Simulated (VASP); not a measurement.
Ge, 2 atoms in the cell. Symmetry: I4_1/amd, No. 141, tetragonal system. The conventional cell has a = 5.149 Å, b = 5.149 Å, c = 2.795 Å, α = 90.00°, β = 90.00°, γ = 90.00°. Within 3.5 Å of Ge (site symmetry -4m2) lie 10 Ge at 2.67 to 3.32 Å. 

* Program: VASP 6.6.1
* Task: single point
* Functional: PBEsol
* Potentials or basis: VASP PAW PBE potentials, release 64 (Ge_d)
* Cutoff: 520 eV
* k mesh: 10 × 10 × 10
* Occupations: fermi-dirac, width 0.05 eV
* Spin: no spin polarisation
* Dipole correction: no
* Further INCAR settings: ALGO = Normal; EDIFF = 1e-07; NBANDS = 21

Potentials or basis: VASP PAW PBE potentials, release 64 (Ge_d).

Run with:

```bash
$ cat potpaw_PBE.64/Ge_d/POTCAR > POTCAR
$ mpirun -np 1 vasp_std > vasp.out
```

Hardware: 1 thread of Intel(R) Xeon(R) Platinum 8259CL CPU @ 2.50GHz (Skylake/Cascade Lake), on a shared host.

Estimate the wall time of this run.

Wall time 110 s on 1 thread of Intel(R) Xeon(R) Platinum 8259CL CPU @ 2.50GHz (Skylake/Cascade Lake), on a shared host, peak memory 0.2 GiB. Counts: scf iterations 12, k points 102.
